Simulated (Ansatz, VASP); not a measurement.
**Al in VASP and in Ansatz**

File INCAR:

```
PREC = Accurate
ENCUT = 500
EDIFF = 1E-6
ISMEAR = -1
SIGMA = 0.03
LREAL = F
LASPH = T
NELM = 120
ALGO = Normal
ISIF = 2
LWAVE = F
LCHARG = T
GGA = CA
LELF = T
LVHAR = T
NBANDS = 8
GGA_COMPAT = F
```

Contents of KPOINTS:

```
Automatic mesh
0
Gamma
  17 17 17
```

Contents of POSCAR:

```
Al
1.0
    0.0000000000      2.0239800000      2.0239800000
    2.0239800000      0.0000000000      2.0239800000
    2.0239800000      2.0239800000      0.0000000000
Al
1
Direct
    0.0000000000      0.0000000000      0.0000000000
```

Input for Ansatz:

```yaml
crystal:
  lattice:
    - [0.0, 2.02398, 2.02398]
    - [2.02398, 0.0, 2.02398]
    - [2.02398, 2.02398, 0.0]
  atoms:
    - { symbol: Al, position: [0.0, 0.0, 0.0] }
kpoints:
  mp_grid: { grid: [17, 17, 17] }
  band_path:
    path:
      - [0.0, 0.0, 0.0]
      - [0.5, 0.0, 0.5]
      - [0.625, 0.25, 0.625]
      - [0.375, 0.375, 0.75]
      - [0.0, 0.0, 0.0]
      - [0.5, 0.5, 0.5]
      - [0.5, 0.25, 0.75]
      - [0.5, 0.0, 0.5]
    npoints: 5
scf:
  occupations: { method: fermi_dirac, width: 0.03 }
hamiltonian:
  xc: lda
  pseudopotentials: { kind: all_electron, lapw: { basis_error: 0.0005 } }
output:
  forces: true
  stress: true
  eigenvalues: true
```

Alike in both runs: task single point; functional LDA; k mesh 17 × 17 × 17; occupations fermi-dirac, width 0.03 eV; no spin polarisation.

```csv
,VASP,Ansatz
version,VASP 6.6.1,Ansatz 0.2.0
potentials or method,"VASP PAW LDA potentials, release 64 (Al), cutoff 500 eV","all-electron LAPW, scalar-relativistic"
```

```csv
,VASP,Ansatz,Ansatz less VASP
pressure (GPa),-3.6,-3.6,-0.03
```

LDA's correlation is that of Perdew and Zunger in VASP and of Perdew and Wang (1992) in Ansatz. Ansatz ran all-electron here, and VASP with PAW potentials.
